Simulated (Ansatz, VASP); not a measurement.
# SrO: VASP beside Ansatz

File POSCAR:

```
SrO
1.0
    3.5632380098      0.0000000000      0.0000000000
   -1.7816190049      3.0858546362      0.0000000000
    0.0000000000      0.0000000000      6.2551048084
Sr O
2 2
Direct
    0.0000000000      0.0000000000      0.0000000000
    0.0000000000      0.0000000000      0.5000000000
    0.3333333333      0.6666666667      0.2500000000
    0.6666666667      0.3333333333      0.7500000000
```

INCAR.step1

```
SYSTEM = SrO
PREC = Accurate
ENCUT = 520
ISMEAR = 0
SIGMA = 0.01
LREAL = .False.
LASPH = .True.
NELM = 80
NBANDS = 24
GGA = PE
ALGO = Normal
EDIFF = 1E-4
LWAVE = .True.
LCHARG = .False.
```

The input INCAR.step2:

```
SYSTEM = SrO
PREC = Accurate
ENCUT = 520
EDIFF = 1E-7
ISMEAR = 0
SIGMA = 0.01
LREAL = .False.
LASPH = .True.
NELM = 80
ALGO = Normal
ISIF = 2
LWAVE = .False.
LCHARG = .False.
METAGGA = R2SCAN
LMIXTAU = .True.
NBANDS = 24
ISTART = 1
```

File KPOINTS:

```
Automatic mesh
0
Gamma
  12 12 4
  0 0 0
```

Input for Ansatz:

```yaml
crystal:
  lattice:
    - [3.5632380098, 0.0, 0.0]
    - [-1.7816190049, 3.0858546362, 0.0]
    - [0.0, 0.0, 6.2551048084]
  atoms:
    - { symbol: Sr, position: [0.0, 0.0, 0.0] }
    - { symbol: Sr, position: [0.0, 0.0, 0.5] }
    - { symbol: O, position: [0.3333333333, 0.6666666667, 0.25] }
    - { symbol: O, position: [0.6666666667, 0.3333333333, 0.75] }
kpoints:
  mp_grid: { grid: [12, 12, 4] }
  band_path:
    path:
      - [0.0, 0.0, 0.0]
      - [0.5, 0.0, 0.0]
      - [0.3333333333, 0.3333333333, 0.0]
      - [0.0, 0.0, 0.5]
      - [0.5, 0.0, 0.5]
      - [0.3333333333, 0.3333333333, 0.5]
    npoints: 1
hamiltonian:
  xc: r2scan
scf:
  occupations: { method: fixed }
  n_extra_bands: 5
output:
  forces: true
  stress: true
  eigenvalues: true
```

Alike in both runs: task single point; functional r2SCAN; k mesh 12 × 12 × 4; no spin polarisation.

```csv
,VASP,Ansatz
version,VASP 6.6.1,Ansatz 0.2.0
potentials or method,"VASP PAW PBE potentials, release 64 (Sr_sv, O)","plane waves, PAW"
plane-wave cutoff (eV),520,500
occupations,"gaussian, width 0.01 eV",fixed
valence electrons in the cell,32,32
```

```csv
,VASP,Ansatz,Ansatz less VASP
gap on the k mesh at the Fermi level (eV),3.94,3.98,+0.040
pressure (GPa),0.6,0.0,-0.57
"traceless stress, the component that is largest in VASP (GPa)",0.10,0.00,-0.096
```

VASP's potentials were made for PBE, not for r2SCAN.
